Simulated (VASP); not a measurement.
# Ru (P6_3/mmc) in VASP: a series of runs

Runs on Ru. Level: PBE. Tasks: single point.

Everything below comes from runs of VASP 6.6.1. Logs are shortened: lines on timing, memory, paths and dates and some standing lists are left out, and cuts for length are marked.

## 1. The cell of the first run

It takes space group P6_3/mmc (No. 194, hexagonal). The conventional cell has a = 2.748 Å, b = 2.748 Å, c = 4.335 Å, α = 90.00°, β = 90.00°, γ = 120.00°. Ru (site symmetry -6m2) has 12 Ru at 2.69 to 2.75 Å within 3.5 Å.

## 2. Single point, PBE (14.18 Å³/atom)

Contents of INCAR:

```
SYSTEM = Ru
ALGO = Fast ; EDIFF = 1E-7
ENCUT = 520 ; GGA = PE
ISIF = 2 ; ISMEAR = 0
LASPH = .True. ; LCHARG = .True.
LELF = .True. ; LREAL = .False.
LVHAR = .True. ; LWAVE = .False.
NBANDS = 21 ; NELM = 60
PREC = Accurate ; SIGMA = 0.1
```

Contents of KPOINTS:

```
k-points
0
Gamma
  18 18 10
  0 0 0
```

Contents of POSCAR:

```
Ru
1.0
    2.7482639343      0.0000000000      0.0000000000
   -1.3741319671      2.3800663834      0.0000000000
    0.0000000000      0.0000000000      4.3351908792
Ru
2
Direct
    0.3333333333      0.6666666667      0.2500000000
    0.6666666667      0.3333333333      0.7500000000
```

Potentials or basis: VASP PAW PBE potentials, release 64 (Ru_pv).

Started as:

```console
cat potpaw_PBE.64/Ru_pv/POTCAR > POTCAR
mpirun -np 1 vasp_std > vasp.out
```

OUTCAR:

```text
SYSTEM = Ru
   EDIFF = 1E-7
   ENCUT = 520
   GGA = PE
   ISIF = 2
   ISMEAR = 0
   LASPH = .True.
   LREAL = .False.
   NELM = 60
   PREC = Accurate

 ion  position               nearest neighbor table
   1  0.333  0.667  0.250-   2 2.69   2 2.69   2 2.69   2 2.69   2 2.69   2 2.69
   2  0.667  0.333  0.750-   1 2.69   1 2.69   1 2.69   1 2.69   1 2.69   1 2.69

  LATTYP: Found a hexagonal cell.
 ALAT       =     2.7482639343
 C/A-ratio  =     1.5774288725

  Lattice vectors:

 A1 = (   2.7482639343,   0.0000000000,   0.0000000000)
 A2 = (  -1.3741319671,   2.3800663834,   0.0000000000)
 A3 = (   0.0000000000,   0.0000000000,   4.3351908792)

Analysis of symmetry for initial positions (statically):
=====================================================================
 Subroutine PRICEL returns:
 Original cell was already a primitive cell.

 Routine SETGRP: Setting up the symmetry group for a
 hexagonal supercell.

 Subroutine GETGRP returns: Found 24 space group operations
 (whereof 12 operations were pure point group operations)
 out of a pool of 24 trial point group operations.

The static configuration has the point symmetry D_3d.
 The point group associated with its full space group is D_6h.

Analysis of symmetry for dynamics (positions and initial velocities):
=====================================================================
 Subroutine PRICEL returns:
 Original cell was already a primitive cell.

 Routine SETGRP: Setting up the symmetry group for a
 hexagonal supercell.

 Subroutine GETGRP returns: Found 24 space group operations
 (whereof 12 operations were pure point group operations)
 out of a pool of 24 trial point group operations.

The dynamic configuration has the point symmetry D_3d.
 The point group associated with its full space group is D_6h.

 Subroutine INISYM returns: Found 24 space group operations
 (whereof 12 operations are pure point group operations),
 and found     1 'primitive' translations

----------------------------------------------------------------------------------------

                                     Primitive cell

  volume of cell :      28.3567

  direct lattice vectors                    reciprocal lattice vectors
     2.748263934  0.000000000  0.000000000     0.363866071  0.210078174  0.000000000
    -1.374131967  2.380066383  0.000000000     0.000000000  0.420156348  0.000000000
     0.000000000  0.000000000  4.335190879     0.000000000  0.000000000  0.230670351

  length of vectors
     2.748263934  2.748263934  4.335190879     0.420156348  0.420156348  0.230670351

  position of ions in fractional coordinates (direct lattice)
     0.333333333  0.666666667  0.250000000
     0.666666667  0.333333333  0.750000000

  ion indices of the primitive-cell ions
   primitive index   ion index
                 1           1
                 2           2

----------------------------------------------------------------------------------------

 KPOINTS: k-points

Automatic generation of k-mesh.
 Grid dimensions read from file:
 generate k-points for:   18   18   10

 Generating k-lattice:

  Cartesian coordinates                     Fractional coordinates (reciprocal lattice)
     0.020214782  0.011671010  0.000000000     0.055555556 -0.000000000  0.000000000
     0.000000000  0.023342019  0.000000000     0.000000000  0.055555556  0.000000000
     0.000000000  0.000000000  0.023067035     0.000000000  0.000000000  0.100000000

  Length of vectors
     0.023342019  0.023342019  0.023067035

  Shift w.r.t. Gamma in fractional coordinates (k-lattice)
     0.000000000  0.000000000  0.000000000

 Subroutine IBZKPT returns following result:
 ===========================================

 Found    222 irreducible k-points:

 Following reciprocal coordinates:
            Coordinates               Weight
  0.000000  0.000000  0.000000      1.000000
  0.055556  0.000000  0.000000      6.000000
  0.111111  0.000000  0.000000      6.000000
  0.166667  0.000000  0.000000      6.000000
  0.222222  0.000000  0.000000      6.000000
  0.277778  0.000000  0.000000      6.000000
[... 16 lines left out ...]
  0.333333  0.111111  0.000000     12.000000
  0.388889  0.111111  0.000000     12.000000
 [... further k-points ...]
   k-points           NKPTS =    222   k-points in BZ     NKDIM =    222   number of bands    NBANDS=     21
   number of dos      NEDOS =    301   number of ions     NIONS =      2
   total plane-waves  NPLWV =  12800
   dimension x,y,z NGX =    20 NGY =   20 NGZ =   32
   dimension x,y,z NGXF=    40 NGYF=   40 NGZF=   64
   ions per type =               2
   NGX,Y,Z   is equivalent  to a cutoff of  12.10, 12.10, 12.27 a.u.
   NGXF,Y,Z  is equivalent  to a cutoff of  24.20, 24.20, 24.54 a.u.
 SYSTEM =  Ru
   PREC   = accura    normal or accurate (medium, high low for compatibility)
   ISTART =      0    job   : 0-new  1-cont  2-samecut
   ICHARG =      2    charge: 1-file 2-atom 10-const
   ISPIN  =      1    spin polarized calculation?
   LNONCOLLINEAR =      F non collinear calculations
   LSORBIT =      F    spin-orbit coupling
   LASPH  =      T    aspherical Exc in radial PAW
   ENCUT  =  520.0 eV  38.22 Ry    6.18 a.u.   5.11  5.11  8.06*2*pi/ulx,y,z
   NELM   =     60;   NELMIN=  2; NELMDL= -5     # of ELM steps
   EDIFF  = 0.1E-06   stopping-criterion for ELM
   LREAL  =      F    real-space projection
   EDIFFG = 0.1E-05   stopping-criterion for IOM
   NSW    =      0    number of steps for IOM
   IBRION =     -1    ionic relax: 0-MD 1-quasi-New 2-CG
   NFREE  =      0    steps in history (QN), initial steepest desc. (CG)
   ISIF   =      2    stress and relaxation
   ISYM   =      2    0-nonsym 1-usesym 2-fastsym
   POTIM  = 0.5000    time-step for ionic-motion
   TEBEG  =    0.0;   TEEND  =   0.0 temperature during run
   PSTRESS=    0.0 pullay stress
   NELECT =      28.0000    total number of electrons
   NUPDOWN=      -1.0000    fix difference up-down
   EMIN   =  10.00;   EMAX   =-10.00  energy-range for DOS
   EFERMI =   0.00;   METHOD = LEGACY
   ISMEAR =     0;   SIGMA  =   0.10  broadening in eV -4-tet -1-fermi 0-gaus
   EFERMI_NEDOS =   21; number of points for ismear=-14 and -15
   IALGO  =     68    algorithm
   IMIX   =      4    mixing-type and parameters
     AMIX     =   0.40;   BMIX     =  1.00
     AMIX_MAG =   1.60;   BMIX_MAG =  1.00
  volume/ion in A,a.u.               =      14.18        95.68
  Fermi-wavevector in a.u.,A,eV,Ry     =   1.630205  3.080641 36.158420  2.657569
  Thomas-Fermi vector in A             =   2.722545
   LORBIT       =      0    0 simple, 1 ext, 2 COOP (PROOUT), +10 PAW based schemes
   GGA     = PE    functional components
   LHFCALC =     F    Hartree Fock is set to
   AEXX    =    0.0000 exact exchange contribution
   IVDW    =     0    specifies the selected vdW correction
   LEPSILON=     F    determine dielectric tensor
   LRPA    =     F    only Hartree local field effects (RPA)
 non-spin polarized calculation
 RMM-DIIS sequential band-by-band and
 Gauss-broadening in eV      SIGMA  =   0.10
  energy-cutoff  :      520.00
  volume of cell :       28.36
 maximum number of plane-waves:       780
   NGX = 11   NGY = 11   NGZ = 17

 number of electron      28.0000009 magnetization

 Free energy of the ion-electron system (eV)
  ---------------------------------------------------
  ext. energy  EPLUGINS =         0.00000000
  ---------------------------------------------------
  free energy    TOTEN  =       -18.44900812 eV

  energy without entropy =      -18.43927765  energy(sigma->0) =      -18.44414288

 E-fermi :  12.0588     XC(G=0): -13.8516

 val. band max:       12.0546869593   @ k =   0.1667   0.1111   0.3000
 cond. band min:      12.0736681834   @ k =   0.0000   0.0000   0.2000
 fundamental gap:      0.0189812241
 Fermi energy:        12.0588048315

 k-point     1 :       0.0000    0.0000    0.0000
  band No.  band energies     occupation
      1     -31.4286      2.00000
      2     -30.6191      2.00000
      3     -30.6191      2.00000
      4     -30.4680      2.00000
      5     -30.4680      2.00000
      6     -30.4314      2.00000
[... 13 lines left out ...]
     20      22.5446      0.00000
     21      22.5500      0.00000

 k-point     2 :       0.0556    0.0000    0.0000
  band No.  band energies     occupation
      1     -31.4194      2.00000
      2     -30.6383      2.00000
      3     -30.6257      2.00000
      4     -30.4881      2.00000
      5     -30.4706      2.00000
      6     -30.4357      2.00000
[... 13 lines left out ...]
     20      22.5447      0.00000
     21      22.5500      0.00000

 k-point     3 :       0.1111    0.0000    0.0000
  band No.  band energies     occupation
      1     -31.3925      2.00000
      2     -30.6934      2.00000
      3     -30.6443      2.00000
      4     -30.5454      2.00000
      5     -30.4784      2.00000
      6     -30.4487      2.00000
[... 13 lines left out ...]
     20      22.5446      0.00000
     21      22.5495      0.00000

 k-point     4 :       0.1667    0.0000    0.0000
  band No.  band energies     occupation
      1     -31.3495      2.00000
      2     -30.7779      2.00000
      3     -30.6720      2.00000
      4     -30.6317      2.00000
      5     -30.4910      2.00000
      6     -30.4704      2.00000
[... 13 lines left out ...]
     20      22.5446      0.00000
     21      22.5487      0.00000

 k-point     5 :       0.2222    0.0000    0.0000
  band No.  band energies     occupation
      1     -31.2930      2.00000
      2     -30.8817      2.00000
      3     -30.7352      2.00000
      4     -30.7051      2.00000
      5     -30.5072      2.00000
      6     -30.5007      2.00000
[... 13 lines left out ...]
     20      22.5446      0.00000
     21      22.5480      0.00000
[... 382 lines left out ...]
     20      22.5447      0.00000
     21      24.8207      0.00000

 k-point    22 :       0.2778    0.1111    0.0000
  band No.  band energies     occupation
      1     -31.1355      2.00000
      2     -31.0846      2.00000
      3     -30.9682      2.00000
      4     -30.7815      2.00000
      5     -30.5967      2.00000
      6     -30.5858      2.00000
[... 13 lines left out ...]
     20      23.0408      0.00000
     21      25.4168      0.00000

 k-point    23 :       0.3333    0.1111    0.0000
  band No.  band energies     occupation
      1     -31.1639      2.00000
      2     -31.0676      2.00000
      3     -31.0216      2.00000
      4     -30.8223      2.00000
      5     -30.6443      2.00000
      6     -30.6039      2.00000
[... 13 lines left out ...]
     20      22.8003      0.00000
     21      24.4599      0.00000

 k-point    24 :       0.3889    0.1111    0.0000
  band No.  band energies     occupation
      1     -31.2156      2.00000
      2     -31.0564      2.00000
      3     -31.0125      2.00000
      4     -30.8486      2.00000
      5     -30.6861      2.00000
      6     -30.6157      2.00000
[... 13 lines left out ...]
     20      23.7409      0.00000
     21      23.7710      0.00000

 [... further k-points ...]

------------------------ aborting loop because EDIFF is reached ----------------------------------------

  FORCE on cell =-STRESS in cart. coord.  units (eV):
  Direction    XX          YY          ZZ          XY          YZ          ZX
  --------------------------------------------------------------------------------------
  -------------------------------------------------------------------------------------
  Total       -1.5380870     -1.5380870     -1.5369400     -0.0000000      0.0000000     -0.0000000
  in kB      -86.9031974    -86.9031974    -86.8383911     -0.0000000      0.0000000     -0.0000000
  external PRESSURE =     -86.8815953 kB  Pullay stress =       0.0000000 kB

 VOLUME and BASIS-vectors are now :
 -----------------------------------------------------------------------------
  energy-cutoff  :      520.00
  volume of cell :       28.36
      direct lattice vectors                 reciprocal lattice vectors
     2.748263934  0.000000000  0.000000000     0.363866071  0.210078174  0.000000000
    -1.374131967  2.380066383  0.000000000     0.000000000  0.420156348  0.000000000
     0.000000000  0.000000000  4.335190879     0.000000000  0.000000000  0.230670351

 POSITION                                       TOTAL-FORCE (eV/Angst)
 -----------------------------------------------------------------------------------
     -0.00000      1.58671      1.08380         0.000000      0.000000      0.000000
      1.37413      0.79336      3.25139         0.000000      0.000000      0.000000
 -----------------------------------------------------------------------------------
    total drift:                               -0.000000      0.000000     -0.000000

  FREE ENERGIE OF THE ION-ELECTRON SYSTEM (eV)
  ---------------------------------------------------
  free  energy   TOTEN  =       -18.4490081174 eV

  energy  without entropy=      -18.4392776469  energy(sigma->0) =      -18.44414288
```

Wall time 3.3 min (1 thread of Intel Xeon 8259CL, shared host); peak memory 0.21 GiB.

What came out:

```
Free energy            : -18.4490 eV
Pressure               : -8.7 GPa
Band gap on the k mesh : zero (bands 14 and 15 overlap by 2.94 eV)
```

Levels at points of the mesh, in eV from the Fermi level:
```tsv
k point	band 10	band 11	band 12	band 13	band 14	band 15	band 16	band 17	band 18	band 19
(0.00, 0.00, 0.00)	-2.42	-2.23	-1.78	-1.78	-1.32	-1.32	1.11	1.11	1.29	9.84
(0.50, 0.00, 0.00)	-2.84	-1.93	-1.72	-1.41	1.31	1.70	1.80	3.83	5.81	10.70
(0.00, 0.00, 0.50)	-2.59	-2.59	-2.59	-2.55	-2.55	0.51	0.51	0.51	0.51	10.49
(0.50, 0.00, 0.50)	-4.23	-0.99	-0.99	0.43	0.43	1.55	1.55	3.24	3.24	10.05
```

Caveat: the cell stands under tension.

(Continued in part 2 of 2.)
